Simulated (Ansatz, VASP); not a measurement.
Two plane-wave programs on ReRh2

```
CELL_PARAMETERS angstrom
4.31125 0.00000 0.00000
-2.15562 3.73365 0.00000
0.00000 0.00000 2.68027
ATOMIC_POSITIONS crystal
Re 0.00000 0.00000 0.00000
Rh 0.33333 0.66667 0.50000
Rh 0.66667 0.33333 0.50000
```

Alike in both runs: functional PBE; k mesh 6 × 6 × 6; occupations gaussian, width 0.1 eV; no spin polarisation.

Ansatz relaxed the structure, and its values are those at the end. VASP's run is a single point on that final structure, the one shown.

|  | VASP | Ansatz |
| --- | --- | --- |
| version | VASP 6.6.1 | Ansatz 0.2.0 |
| potentials or method | VASP PAW PBE potentials, release 64 (Re, Rh_pv), cutoff 520 eV | scalar-relativistic, plane waves, PAW |
| valence electrons in the cell | 37 | 49 |

Ansatz gave:

```
gap on the k mesh at the Fermi level (eV) : none
pressure (GPa)                            : 0.3
```

What did VASP give for the same quantities?

gap on the k mesh at the Fermi level (eV): none; pressure (GPa): 0.1.

A gap of «none» marks a metal or a gap that the smearing closes. With one functional, cell and mesh, what is left measures potentials, basis and numerics. VASP's potentials hold 37 valence electrons a cell and Ansatz's 49, so a difference there can come from the potentials and not from the codes.

The k mesh is coarse, so the values compare programs but aren't converged. Neither program's run includes spin-orbit coupling.
